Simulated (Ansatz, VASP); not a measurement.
**EuO in VASP and in Ansatz**

```
Eu O
1.0
     0.00000    2.48032    2.48032
     2.48032    0.00000    2.48032
     2.48032    2.48032    0.00000
Eu O
1 1
Direct
  0.00000 0.00000 0.00000
  0.50000 0.50000 0.50000
```

Alike in both runs: task single point; functional PBE; k mesh 10 × 10 × 10; occupations gaussian, width 0.05 eV; collinear spin; Hubbard terms Eu f U = 6.0 eV.

```csv
,VASP,Ansatz
version,VASP 6.6.1,Ansatz 0.2.0
potentials or method,"VASP PAW PBE potentials, release 64 (Eu, O), cutoff 600 eV","scalar-relativistic, plane waves, PAW"
valence electrons in the cell,23,23
```

Ansatz gave:

```
gap on the k mesh at the Fermi level (eV)                     : none
pressure (GPa)                                                : 14.5
net moment per atom (μB)                                      : 3.50
size of the moment on the site where the two differ most (μB) : 6.69
```

Problem. What did VASP give for the same quantities?

Solution. gap on the k mesh at the Fermi level (eV): none; pressure (GPa): 13.6; net moment per atom (μB): 3.50; size of the moment on the site where the two differ most (μB): 6.72.

Site moments also hang on the region over which each program counts them. The programs project onto different local orbitals, so the same U acts differently, and such runs can settle in different states. A gap of «none» marks a metal or a gap that the smearing closes. Ansatz's warnings: filled band counts differ across k points.

Spin-orbit coupling is off throughout.
